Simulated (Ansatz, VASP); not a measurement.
**ZnSe in VASP and in Ansatz**

INCAR

```
PREC     = Accurate       # precision mode
ENCUT    = 500            # plane-wave cutoff, eV
EDIFF    = 1E-6           # SCF threshold, eV
ISMEAR   = 0              # smearing method
SIGMA    = 0.02           # smearing width, eV
LREAL    = F              # projectors in reciprocal space
LASPH    = T              # aspherical terms in the spheres
NELM     = 120            # most SCF steps
ALGO     = Normal         # electronic algorithm
ISIF     = 2              # what is computed and relaxed
LWAVE    = F              # write WAVECAR
LCHARG   = F              # write CHGCAR
NBANDS   = 16             # bands
GGA_COMPAT= F
```

The input KPOINTS:

```
Automatic mesh
0
Gamma
  6 6 6
```

File POSCAR:

```
ZnSe
1.0
    0.0000000000      2.8338000000      2.8338000000
    2.8338000000      0.0000000000      2.8338000000
    2.8338000000      2.8338000000      0.0000000000
Zn Se
1 1
Direct
    0.0000000000      0.0000000000      0.0000000000
    0.2500000000      0.2500000000      0.2500000000
```

Input for Ansatz:

```yaml
crystal:
  lattice:
    - [0.0, 2.8338, 2.8338]
    - [2.8338, 0.0, 2.8338]
    - [2.8338, 2.8338, 0.0]
  atoms:
    - { symbol: Zn, position: [0.0, 0.0, 0.0] }
    - { symbol: Se, position: [0.25, 0.25, 0.25] }
basis:
  ecutwfc: 520.0
kpoints:
  mp_grid:
    grid: [6, 6, 6]
hamiltonian:
  xc: lda
scf:
  occupations:
    method: gaussian
    width: 0.02
output:
  stress: true
```

Alike in both runs: task single point; functional LDA; k mesh 6 × 6 × 6; occupations gaussian, width 0.02 eV; no spin polarisation.

|  | VASP | Ansatz |
| --- | --- | --- |
| version | VASP 6.6.1 | Ansatz 0.2.0 |
| potentials or method | VASP PAW LDA potentials, release 64 (Zn, Se), cutoff 500 eV | plane waves, PAW |
| valence electrons in the cell | 18 | 28 |

|  | VASP | Ansatz | Ansatz less VASP |
| --- | --- | --- | --- |
| pressure (GPa) | -3.1 | -3.4 | -0.30 |

LDA's correlation is that of Perdew and Zunger in VASP and of Perdew and Wang (1992) in Ansatz. VASP's potentials hold 18 valence electrons a cell and Ansatz's 28, so a difference there can come from the potentials and not from the codes.
